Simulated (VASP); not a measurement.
# BiTe5 (F-43m) in VASP: notebook, part 2 of 2

VASP 6.6.1. Earlier steps stand in the parts before.

## 3. Single point, PBE

This run uses another cell than the first one, of 30.40 Å³/atom, 0.892 times its volume.

File INCAR:

```
PREC = Accurate
ENCUT = 520
EDIFF = 1E-7
ISMEAR = 0
SIGMA = 0.1
LREAL = F
LASPH = T
NELM = 60
ALGO = Normal
ISIF = 2
LWAVE = F
LCHARG = F
GGA = PE
NBANDS = 32
```

File KPOINTS:

```
Automatic mesh
0
Gamma
  8 8 8
```

File POSCAR:

```
BiTe5
1.0
    0.0000000000      4.5013807701      4.5013807701
    4.5013807701      0.0000000000      4.5013807701
    4.5013807701      4.5013807701      0.0000000000
Bi Te
1 5
Direct
    0.0000000000      0.0000000000      0.0000000000
    0.2500000000      0.2500000000      0.2500000000
    0.1261837925      0.6246054025      0.6246054025
    0.6246054025      0.6246054025      0.6246054025
    0.6246054025      0.1261837925      0.6246054025
    0.6246054025      0.6246054025      0.1261837925
```

Potentials or basis: VASP PAW PBE potentials, release 64 (Bi_d, Te).

Launch:

```sh
cat potpaw_PBE.64/Bi_d/POTCAR potpaw_PBE.64/Te/POTCAR > POTCAR
mpirun -np 1 vasp_std > vasp.out
```

OUTCAR:

```text
PREC = Accurate
   ENCUT = 520
   EDIFF = 1E-7
   ISMEAR = 0
   LREAL = F
   LASPH = T
   NELM = 60
   ISIF = 2
   GGA = PE

 ion  position               nearest neighbor table
   1  0.000  0.000  0.000-   3 3.73   5 3.73   6 3.73   4 3.73   4 3.73   4 3.73   3 3.73   6 3.73
                             5 3.73   3 3.73   5 3.73   6 3.73
   2  0.250  0.250  0.250-
   3  0.126  0.625  0.625-   4 3.17   5 3.17   6 3.17   5 3.19   6 3.19   4 3.19   1 3.73   1 3.73
                             1 3.73
   4  0.625  0.625  0.625-   3 3.17   5 3.17   6 3.17   3 3.19   5 3.19   6 3.19   1 3.73   1 3.73
                             1 3.73
   5  0.625  0.126  0.625-   3 3.17   4 3.17   6 3.17   3 3.19   6 3.19   4 3.19   1 3.73   1 3.73
                             1 3.73
   6  0.625  0.625  0.126-   3 3.17   4 3.17   5 3.17   5 3.19   3 3.19   4 3.19   1 3.73   1 3.73
                             1 3.73

  LATTYP: Found a face centered cubic cell.
 ALAT       =     9.0027615402

  Lattice vectors:

 A1 = (   0.0000000000,   4.5013807701,   4.5013807701)
 A2 = (   4.5013807701,   0.0000000000,   4.5013807701)
 A3 = (   4.5013807701,   4.5013807701,   0.0000000000)

Analysis of symmetry for initial positions (statically):
=====================================================================
 Subroutine PRICEL returns:
 Original cell was already a primitive cell.

 Routine SETGRP: Setting up the symmetry group for a
 face centered cubic supercell.

 Subroutine GETGRP returns: Found 24 space group operations
 (whereof 24 operations were pure point group operations)
 out of a pool of 48 trial point group operations.

The static configuration has the point symmetry T_d .

Analysis of symmetry for dynamics (positions and initial velocities):
=====================================================================
 Subroutine PRICEL returns:
 Original cell was already a primitive cell.

 Routine SETGRP: Setting up the symmetry group for a
 face centered cubic supercell.
[... 129 lines left out ...]
   EFERMI_NEDOS =   21; number of points for ismear=-14 and -15
   IALGO  =     38    algorithm
   IMIX   =      4    mixing-type and parameters
     AMIX     =   0.40;   BMIX     =  1.00
     AMIX_MAG =   1.60;   BMIX_MAG =  1.00
  volume/ion in A,a.u.               =      30.40       205.17
  Fermi-wavevector in a.u.,A,eV,Ry     =   1.026731  1.940240 14.342937  1.054176
  Thomas-Fermi vector in A             =   2.160639
   LORBIT       =      0    0 simple, 1 ext, 2 COOP (PROOUT), +10 PAW based schemes
   GGA     = PE    functional components
   LHFCALC =     F    Hartree Fock is set to
   AEXX    =    0.0000 exact exchange contribution
   IVDW    =     0    specifies the selected vdW correction
   LEPSILON=     F    determine dielectric tensor
   LRPA    =     F    only Hartree local field effects (RPA)
 non-spin polarized calculation
 Gauss-broadening in eV      SIGMA  =   0.10
  energy-cutoff  :      520.00
  volume of cell :      182.42
 maximum number of plane-waves:      4957
   NGX = 23   NGY = 23   NGZ = 23

 number of electron      45.0000003 magnetization

 Free energy of the ion-electron system (eV)
  ---------------------------------------------------
  ext. energy  EPLUGINS =         0.00000000
  ---------------------------------------------------
  free energy    TOTEN  =       -16.67721286 eV

  energy without entropy =      -16.64102245  energy(sigma->0) =      -16.65911766

 E-fermi :   7.2717     XC(G=0):  -9.8638

 val. band max:        7.2613318709   @ k =  -0.2500   0.3750   0.1250
 cond. band min:       7.2768536355   @ k =   0.5000   0.2500   0.1250
 fundamental gap:      0.0155217646
 Fermi energy:         7.2716648405

 k-point     1 :       0.0000    0.0000    0.0000
  band No.  band energies     occupation
      1     -16.1202      2.00000
      2     -16.1202      2.00000
      3     -16.1174      2.00000
      4     -16.1174      2.00000
      5     -16.1174      2.00000
      6      -6.6887      2.00000
[... 829 lines left out ...]
     31      12.8639      0.00000
     32      13.1756      0.00000

 [... further k-points ...]
[... 5 lines left out ...]
  --------------------------------------------------------------------------------------
  -------------------------------------------------------------------------------------
  Total       -0.0947537     -0.0947537     -0.0947537      0.0000000     -0.0000000     -0.0000000
  in kB       -0.8322224     -0.8322224     -0.8322224      0.0000000     -0.0000000     -0.0000000
  external PRESSURE =      -0.8322224 kB  Pullay stress =       0.0000000 kB

 VOLUME and BASIS-vectors are now :
 -----------------------------------------------------------------------------
  energy-cutoff  :      520.00
  volume of cell :      182.42
      direct lattice vectors                 reciprocal lattice vectors
     0.000000000  4.501380770  4.501380770    -0.111077028  0.111077028  0.111077028
     4.501380770  0.000000000  4.501380770     0.111077028 -0.111077028  0.111077028
     4.501380770  4.501380770  0.000000000     0.111077028  0.111077028 -0.111077028

 POSITION                                       TOTAL-FORCE (eV/Angst)
 -----------------------------------------------------------------------------------
      0.00000      0.00000      0.00000         0.000000      0.000000      0.000000
      2.25069      2.25069      2.25069         0.000000      0.000000      0.000000
      5.62317      3.37959      3.37959        -0.002019      0.002019      0.002019
      5.62317      5.62317      5.62317        -0.002019     -0.002019     -0.002019
      3.37959      5.62317      3.37959         0.002019     -0.002019      0.002019
      3.37959      3.37959      5.62317         0.002019      0.002019     -0.002019
 -----------------------------------------------------------------------------------
    total drift:                               -0.000000     -0.000000     -0.000000

  FREE ENERGIE OF THE ION-ELECTRON SYSTEM (eV)
  ---------------------------------------------------
  free  energy   TOTEN  =       -16.6772128572 eV

  energy  without entropy=      -16.6410224530  energy(sigma->0) =      -16.65911766
```

stdout:

```text
POSCAR found type information on POSCAR BiTe
 POSCAR found :  2 types and       6 ions
 scaLAPACK will be used
 LDA part: xc-table for (Slater+PW92), standard interpolation
 POSCAR, INCAR and KPOINTS ok, starting setup
 FFT: planning ... GRIDC
 FFT: planning ... GRID_SOFT
 FFT: planning ... GRID
 WAVECAR not read
 entering main loop
```

Wall time 2.2 min (1 thread of Intel Xeon Platinum 8488C (Sapphire Rapids), shared host); peak memory 0.4 GiB.

Results:

| Property | Result |
| --- | --- |
| Free energy | -16.6772 eV |
| Pressure | -0.1 GPa |
| Largest force | 0.003 eV/Å |

Forces in eV/Å, atoms in the order of the input:
```
Bi   0.000  0.000  0.000
Te   0.000  0.000  0.000
Te  -0.002  0.002  0.002
Te  -0.002 -0.002 -0.002
Te   0.002 -0.002  0.002
Te   0.002  0.002 -0.002
```

Caveat: spin-orbit coupling is left out, which moves the levels of the heavy elements.
